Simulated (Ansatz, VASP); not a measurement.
One calculation of Fe, two programs

```
Fe
1.0
     2.36784    0.01184    0.00000
     0.01184    2.36784    0.00000
     0.00000    0.00000    2.36784
Fe
1
Direct
  0.00000 0.00000 0.00000
```

Change from the starting cell: xy shear strain of +1 %, crystal datasets.

Alike in both runs: task electric field gradients; functional PBE; k mesh 18 × 18 × 18; occupations fermi-dirac, width 0.03 eV; collinear spin.

|  | VASP | Ansatz |
| --- | --- | --- |
| version | VASP 6.6.1 | Ansatz 0.2.0 |
| potentials or method | VASP PAW PBE potentials, release 64 (Fe), cutoff 520 eV | all-electron PAW with datasets made for the crystal, scalar-relativistic |

```tsv
	VASP	Ansatz	Ansatz less VASP
pressure (GPa)	-0.4	-0.1	+0.26
traceless stress, the component that is largest in VASP (GPa)	0.61	0.62	+0.011
net moment per atom (μB)	2.37	2.35	-0.017
size of the moment on the site where the two differ most (μB)	2.36	2.33	-0.026
size of Vzz on the site where it differs most (V/Å²)	0.8	0.5	-0.27
```

Site moments also hang on the region over which each program counts them. Ansatz ran all-electron here, and VASP with PAW potentials.
